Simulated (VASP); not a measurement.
Set up this calculation in VASP 6.6.1, as the native input.

| Quantity | Value |
| --- | --- |
| Task | single point |
| Functional | r2SCAN |
| Potentials or basis | VASP PAW PBE potentials, release 64 (Nb_sv) |
| Cutoff | 520 eV |
| k mesh | 14 × 14 × 7 |
| Occupations | fermi-dirac, width 0.05 eV |
| Spin | collinear spin |
| Starting moments | [1.0, 1.0] μB |
| Dipole correction | no |
| Further INCAR settings | ALGO = Normal; EDIFF = 1e-07; NBANDS = 24 |

The system is Nb.

```
Nb
1.0
     2.82230    0.00000    0.00000
    -1.41115    2.44419    0.00000
     0.00000    0.00000    5.16959
Nb
2
Direct
  0.33333 0.66667 0.25000
  0.66667 0.33333 0.75000
```

This isn't the form of Nb at room conditions, which is bcc.

One way to write it, as run:

POSCAR

```
Nb
1.0
    2.8223032979      0.0000000000      0.0000000000
   -1.4111516490      2.4441863532      0.0000000000
    0.0000000000      0.0000000000      5.1695934043
Nb
2
Direct
    0.3333333333      0.6666666667      0.2500000000
    0.6666666667      0.3333333333      0.7500000000
```

INCAR.step1

```
ALGO = Normal ; EDIFF = 1E-4
ENCUT = 520 ; GGA = PE
ISMEAR = -1 ; ISPIN = 2
LASPH = True ; LCHARG = False
LMAXMIX = 4 ; LREAL = False
LWAVE = True ; MAGMOM = 1 1
NBANDS = 24 ; NELM = 150
PREC = Accurate ; SIGMA = 0.05
```

INCAR.step2

```
ALGO = Normal ; EDIFF = 1E-7
ENCUT = 520 ; ISIF = 2
ISMEAR = -1 ; ISPIN = 2
ISTART = 1 ; LASPH = True
LCHARG = True ; LELF = True
LMAXMIX = 4 ; LMIXTAU = True
LORBIT = 11 ; LREAL = False
LVHAR = True ; LWAVE = False
MAGMOM = 1 1 ; METAGGA = R2SCAN
NBANDS = 24 ; NELM = 150
PREC = Accurate ; SIGMA = 0.05
```

KPOINTS

```
k-points
0
Gamma
  14 14 7
```

Potentials or basis: VASP PAW PBE potentials, release 64 (Nb_sv).

The run is started by

```console
$ cat potpaw_PBE.64/Nb_sv/POTCAR > POTCAR
$ cp INCAR.step1 INCAR
$ mpirun -np 1 vasp_std > vasp.out
$ cp INCAR.step2 INCAR
$ mpirun -np 1 vasp_std > vasp.out
```

Results of the run:

The pressure is 6.9 GPa, the band gap on the k mesh is zero (filled and empty bands overlap) and the net moment is 0.00 μB per cell. The valence electrons inside the program's atomic spheres are Nb 10.74.

Caveat: the cell stands under pressure; the PAW data sets were made with another functional, which shifts forces and pressure a little.

It took 13 min on 1 thread of Oxide Virtual Turin-like Processor (shared host), peak memory 0.23 GiB.
